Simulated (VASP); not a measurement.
## ZnSe: relaxation of cell and atoms with RPBE

Crystal: ZnSe.

```xyz
2
Lattice="0.0000 2.8338 2.8338 2.8338 0.0000 2.8338 2.8338 2.8338 0.0000" Properties=species:S:1:pos:R:3 pbc="T T T"
Zn    0.0000    0.0000    0.0000
Se    1.4169    1.4169    1.4169
```

```yaml
Program: VASP 6.6.1
Task: relaxation of cell and atoms
Functional: RPBE
Potentials_or_basis: VASP PAW PBE potentials, release 64 (Zn, Se)
Cutoff: 600 eV
k_mesh: 6 × 6 × 6
Occupations: gaussian, width 0.01 eV
Spin: no spin polarisation
Dipole_correction: no
Further_INCAR_settings: ALGO = Normal; EDIFF = 1e-07; IBRION = 2; EDIFFG = -0.005; NSW = 80; ISIF = 3
```

* Relaxed volume: 24.57 Å³/atom
* Relaxed cell: a = 4.111 Å, b = 4.111 Å, c = 4.111 Å, α = 60.00°, β = 60.00°, γ = 60.00°
* Space group after relaxing (to 0.1 Å): F-43m (No. 216)
* Energy gained by relaxing: 24.2 meV/atom
* Ionic steps: 3
* Pressure after relaxing: 0.0 GPa
* Band gap on the k mesh: 1.15 eV

Step by step:
```
step  energy change (eV)  largest force (eV/Å)  pressure (GPa)  volume (Å³)
   1              0.0000                0.0000            4.60        45.51
   2             -0.0465                0.0000           -0.78        49.95
   3             -0.0485                0.0000            0.01        49.13
```

Final structure:
```yaml
crystal:
  lattice:
    - [0.00000, 2.90704, 2.90704]
    - [2.90704, 0.00000, 2.90704]
    - [2.90704, 2.90704, 0.00000]
  atoms:
    - { symbol: Zn, position: [0.00000, 0.00000, 0.00000] }
    - { symbol: Se, position: [0.25000, 0.25000, 0.25000] }
```

Levels at points of the mesh, in eV from the valence-band top:
| k point | band 5 | band 6 | band 7 | band 8 | band 9 | band 10 | band 11 | band 12 | band 13 |
| --- | --- | --- | --- | --- | --- | --- | --- | --- | --- |
| (0.00, 0.00, 0.00) | -5.95 | -5.95 | 0.00 | 0.00 | 0.00 | 1.15 | 5.87 | 5.87 | 5.87 |
| (0.50, 0.00, 0.00) | -5.94 | -5.82 | -4.71 | -0.76 | -0.76 | 2.53 | 6.45 | 6.45 | 8.54 |
| (0.50, 0.50, 0.00) | -5.91 | -5.80 | -4.38 | -1.91 | -1.91 | 3.31 | 3.54 | 10.39 | 10.82 |

Run time: 22 s on 1 thread of Intel(R) Xeon(R) Platinum 8375C CPU @ 2.90GHz (Ice Lake), on a shared host, peak memory 0.19 GiB.

Caveat: the PAW data sets were made with another functional, which shifts forces and pressure a little. Zero-point motion and thermal expansion aren't in these numbers.
